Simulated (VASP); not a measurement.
# Au in VASP: notebook, part 2 of 2

VASP 6.6.1. The steps go on from the part before.

## (3) Single point, LDA

The input, INCAR:

```
SYSTEM = Au
PREC     = Accurate       ! precision mode
ENCUT    = 400            ! plane-wave cutoff, eV
EDIFF    = 1E-6           ! SCF threshold, eV
ISMEAR   = 0              ! smearing method
SIGMA    = 0.1            ! smearing width, eV
LREAL    = .FALSE.        ! projectors in reciprocal space
LASPH    = .TRUE.         ! aspherical terms in the spheres
NELM     = 120            ! most SCF steps
ALGO     = Normal         ! electronic algorithm
ISIF     = 2              ! what is computed and relaxed
LWAVE    = .FALSE.        ! write WAVECAR
LCHARG   = .FALSE.        ! write CHGCAR
LDIPOL   = .TRUE.       
IDIPOL   = 3            
DIPOL    = 0.5 0.5 0.309
NBANDS   = 48             ! bands
GGA_COMPAT= .FALSE.      
NELMDL   = -8
```

The input, KPOINTS:

```
Automatic mesh
0
G
  16 16 1
  0 0 0
```

The input, POSCAR:

```
Au
1.0
    2.8835814537      0.0000000000      0.0000000000
   -1.4417907268      2.4972547928      0.0000000000
    0.0000000000      0.0000000000     52.0532127667
Au
7
Direct
    0.0000000000      0.0000000000      0.1659364487
    0.3333333333      0.6666666667      0.2141248254
    0.6666666667      0.3333333333      0.2613255464
    0.0000000000      0.0000000000      0.3085938857
    0.3333333333      0.6666666667      0.3558622251
    0.6666666667      0.3333333333      0.4030629461
    0.0000000000      0.0000000000      0.4512513228
```

Potentials or basis: VASP PAW LDA potentials, release 64 (Au).

The run is started by

```console
> cat potpaw_LDA.64/Au/POTCAR > POTCAR
> mpirun -np 1 vasp_std > vasp.out
```

OUTCAR:

```text
SYSTEM = Au
   PREC = Accurate
   ENCUT = 400
   EDIFF = 1E-6
   ISMEAR = 0
   LREAL = .FALSE.
   LASPH = .TRUE.
   NELM = 120
   ISIF = 2
   NELMDL = -8

 ion  position               nearest neighbor table
   1  0.000  0.000  0.166-   2 3.01   2 3.01   2 3.01
   2  0.333  0.667  0.214-   3 2.97   3 2.97   3 2.97   1 3.01   1 3.01   1 3.01
   3  0.667  0.333  0.261-   2 2.97   2 2.97   2 2.97   4 2.97   4 2.97   4 2.97
   4  0.000  0.000  0.309-   3 2.97   3 2.97   3 2.97   5 2.97   5 2.97   5 2.97
   5  0.333  0.667  0.356-   6 2.97   6 2.97   6 2.97   4 2.97   4 2.97   4 2.97
   6  0.667  0.333  0.403-   5 2.97   5 2.97   5 2.97   7 3.01   7 3.01   7 3.01
   7  0.000  0.000  0.451-   6 3.01   6 3.01   6 3.01

  LATTYP: Found a hexagonal cell.
 ALAT       =     2.8835814537
 C/A-ratio  =    18.0515839772

  Lattice vectors:

 A1 = (   2.8835814537,   0.0000000000,   0.0000000000)
 A2 = (  -1.4417907268,   2.4972547928,   0.0000000000)
 A3 = (   0.0000000000,   0.0000000000,  52.0532127667)

Analysis of symmetry for initial positions (statically):
=====================================================================
 Subroutine PRICEL returns:
 Original cell was already a primitive cell.

 Routine SETGRP: Setting up the symmetry group for a
 hexagonal supercell.

 Subroutine GETGRP returns: Found 12 space group operations
 (whereof  6 operations were pure point group operations)
 out of a pool of 24 trial point group operations.

The static configuration has the point symmetry C_3v.
 The point group associated with its full space group is D_3d.

Analysis of symmetry for dynamics (positions and initial velocities):
=====================================================================
 Subroutine PRICEL returns:
 Original cell was already a primitive cell.

 Routine SETGRP: Setting up the symmetry group for a
 hexagonal supercell.

 Subroutine GETGRP returns: Found 12 space group operations
 (whereof  6 operations were pure point group operations)
 out of a pool of 24 trial point group operations.

The dynamic configuration has the point symmetry C_3v.
 The point group associated with its full space group is D_3d.

 Subroutine INISYM returns: Found 12 space group operations
 (whereof  6 operations are pure point group operations),
 and found     1 'primitive' translations

----------------------------------------------------------------------------------------

                                     Primitive cell

  volume of cell :     374.8371

  direct lattice vectors                    reciprocal lattice vectors
     2.883581454  0.000000000  0.000000000     0.346790967  0.200219858  0.000000000
    -1.441790727  2.497254793  0.000000000     0.000000000  0.400439716  0.000000000
     0.000000000  0.000000000 52.053212767     0.000000000  0.000000000  0.019211110

  length of vectors
     2.883581454  2.883581454 52.053212767     0.400439716  0.400439716  0.019211110

  position of ions in fractional coordinates (direct lattice)
     0.000000000  0.000000000  0.165936449
     0.333333333  0.666666667  0.214124825
     0.666666667  0.333333333  0.261325546
     0.000000000  0.000000000  0.308593886
     0.333333333  0.666666667  0.355862225
     0.666666667  0.333333333  0.403062946
     0.000000000  0.000000000  0.451251323

[... 64 lines left out ...]
   number of dos      NEDOS =    301   number of ions     NIONS =      7
   total plane-waves  NPLWV = 140000
   dimension x,y,z NGX =    20 NGY =   20 NGZ =  350
   dimension x,y,z NGXF=    40 NGYF=   40 NGZF=  700
   ions per type =               7
   NGX,Y,Z   is equivalent  to a cutoff of  11.53, 11.53, 11.18 a.u.
   NGXF,Y,Z  is equivalent  to a cutoff of  23.06, 23.06, 22.36 a.u.
 SYSTEM =  Au
   PREC   = accura    normal or accurate (medium, high low for compatibility)
   ISTART =      0    job   : 0-new  1-cont  2-samecut
   ICHARG =      2    charge: 1-file 2-atom 10-const
   ISPIN  =      1    spin polarized calculation?
   LNONCOLLINEAR =      F non collinear calculations
   LSORBIT =      F    spin-orbit coupling
   LASPH  =      T    aspherical Exc in radial PAW
   ENCUT  =  400.0 eV  29.40 Ry    5.42 a.u.   4.70  4.70 84.89*2*pi/ulx,y,z
   NELM   =    120;   NELMIN=  2; NELMDL= -8     # of ELM steps
   EDIFF  = 0.1E-05   stopping-criterion for ELM
   LREAL  =      F    real-space projection
   EDIFFG = 0.1E-04   stopping-criterion for IOM
   NSW    =      0    number of steps for IOM
   IBRION =     -1    ionic relax: 0-MD 1-quasi-New 2-CG
   NFREE  =      0    steps in history (QN), initial steepest desc. (CG)
   ISIF   =      2    stress and relaxation
   ISYM   =      2    0-nonsym 1-usesym 2-fastsym
   POTIM  = 0.5000    time-step for ionic-motion
   TEBEG  =    0.0;   TEEND  =   0.0 temperature during run
   PSTRESS=    0.0 pullay stress
   NELECT =      77.0000    total number of electrons
   NUPDOWN=      -1.0000    fix difference up-down
   EMIN   =  10.00;   EMAX   =-10.00  energy-range for DOS
   EFERMI =   0.00;   METHOD = LEGACY
   ISMEAR =     0;   SIGMA  =   0.10  broadening in eV -4-tet -1-fermi 0-gaus
   EFERMI_NEDOS =   21; number of points for ismear=-14 and -15
   IALGO  =     38    algorithm
   IMIX   =      4    mixing-type and parameters
     AMIX     =   0.40;   BMIX     =  1.00
     AMIX_MAG =   1.60;   BMIX_MAG =  1.00
  volume/ion in A,a.u.               =      53.55       361.36
  Fermi-wavevector in a.u.,A,eV,Ry     =   0.965956  1.825393 12.695213  0.933072
  Thomas-Fermi vector in A             =   2.095717
   LORBIT       =      0    0 simple, 1 ext, 2 COOP (PROOUT), +10 PAW based schemes
   GGA     = CA    functional components
   LHFCALC =     F    Hartree Fock is set to
   AEXX    =    0.0000 exact exchange contribution
   IVDW    =     0    specifies the selected vdW correction
   LEPSILON=     F    determine dielectric tensor
   LRPA    =     F    only Hartree local field effects (RPA)
 non-spin polarized calculation
 Gauss-broadening in eV      SIGMA  =   0.10
  energy-cutoff  :      400.00
  volume of cell :      374.84
 maximum number of plane-waves:      6865
 NGX is ok and might be reduce to    20
   NGX =  9   NGY =  9   NGZ =169

 dipolmoment           0.000000      0.000000     -0.000000 electrons x Angstroem

 number of electron      77.0000020 magnetization

 dipolmoment           0.000000      0.000000      0.000000 electrons x Angstroem

 Free energy of the ion-electron system (eV)
  ---------------------------------------------------
  ext. energy  EPLUGINS =         0.00000000
  ---------------------------------------------------
  free energy    TOTEN  =       -29.79282006 eV

  energy without entropy =      -29.77978856  energy(sigma->0) =      -29.78630431

 E-fermi :  -0.9875     XC(G=0):  -4.5782

 val. band max:       -0.9955355043   @ k =   0.2500   0.2500   0.0000
 cond. band min:      -0.9829182867   @ k =   0.0625   0.0625   0.0000
 fundamental gap:      0.0126172177
 Fermi energy:        -0.9874607382

 k-point     1 :       0.0000    0.0000    0.0000
  band No.  band energies     occupation
      1     -10.2862      2.00000
      2      -9.8318      2.00000
      3      -9.1908      2.00000
      4      -8.5738      2.00000
      5      -8.1789      2.00000
      6      -7.9327      2.00000
[... 1213 lines left out ...]
     47       6.2578      0.00000
     48       6.5392      0.00000

 [... further k-points ...]

------------------------ aborting loop because EDIFF is reached ----------------------------------------

 vacuum level on the upper side and lower side of the slab       (xc-potential included)        -0.131        -0.131

  FORCE on cell =-STRESS in cart. coord.  units (eV):
  Direction    XX          YY          ZZ          XY          YZ          ZX
  --------------------------------------------------------------------------------------
  -------------------------------------------------------------------------------------
  Total      -10.1284641    -10.1284641     -7.6999762     -0.0000000     -0.0000000      0.0000000
  in kB      -43.2923897    -43.2923897    -32.9122327     -0.0000000     -0.0000000      0.0000000
  external PRESSURE =     -39.8323374 kB  Pullay stress =       0.0000000 kB

 VOLUME and BASIS-vectors are now :
 -----------------------------------------------------------------------------
  energy-cutoff  :      400.00
  volume of cell :      374.84
      direct lattice vectors                 reciprocal lattice vectors
     2.883581454  0.000000000  0.000000000     0.346790967  0.200219858  0.000000000
    -1.441790727  2.497254793  0.000000000     0.000000000  0.400439716  0.000000000
     0.000000000  0.000000000 52.053212767     0.000000000  0.000000000  0.019211110

 POSITION                                       TOTAL-FORCE (eV/Angst)
 -----------------------------------------------------------------------------------
      0.00000      0.00000      8.63753         0.000000     -0.000000      0.495638
     -0.00000      1.66484     11.14589         0.000000     -0.000000      0.025033
      1.44179      0.83242     13.60283        -0.000000      0.000000      0.001631
      0.00000      0.00000     16.06330         0.000000      0.000000     -0.000000
     -0.00000      1.66484     18.52377         0.000000     -0.000000     -0.001631
      1.44179      0.83242     20.98072        -0.000000      0.000000     -0.025033
      0.00000      0.00000     23.48908        -0.000000      0.000000     -0.495638
 -----------------------------------------------------------------------------------
    total drift:                                0.000000      0.000000      0.000018

  FREE ENERGIE OF THE ION-ELECTRON SYSTEM (eV)
  ---------------------------------------------------
  free  energy   TOTEN  =       -29.7928200618 eV

  energy  without entropy=      -29.7797885646  energy(sigma->0) =      -29.78630431

 vacuum level on the upper side and lower side of the slab         4.679         4.679
```

Wall time 19 min (1 thread of Oxide Virtual Turin-like, shared host); peak memory 0.4 GiB.

What came out:

```
Free energy            : -29.7928 eV
Largest force          : 0.496 eV/Å
Band gap on the k mesh : zero (an odd number of electrons rules out a gap without spin polarisation)
```

Forces in eV/Å, atoms in the order of the input:
```
Au   0.000  0.000  0.496
Au   0.000  0.000  0.025
Au   0.000  0.000  0.002
Au   0.000  0.000  0.000
Au   0.000  0.000 -0.002
Au   0.000  0.000 -0.025
Au   0.000  0.000 -0.496
```

Levels at points of the mesh, in eV from the Fermi level:
| k point | band 35 | band 36 | band 37 | band 38 | band 39 | band 40 | band 41 | band 42 | band 43 | band 44 |
| --- | --- | --- | --- | --- | --- | --- | --- | --- | --- | --- |
| (0.00, 0.00, 0.00) | -2.48 | -2.21 | -2.21 | -1.98 | -1.98 | -1.92 | -1.92 | -0.69 | -0.19 | 3.49 |
| (0.50, 0.00, 0.00) | -1.27 | -0.25 | 0.46 | 0.99 | 1.22 | 1.24 | 1.52 | 1.52 | 3.26 | 3.66 |

Caveat: spin-orbit coupling is left out, which moves the levels of the heavy elements.

The gap in the log of VASP goes by the Fermi energy; the results here count the filled bands.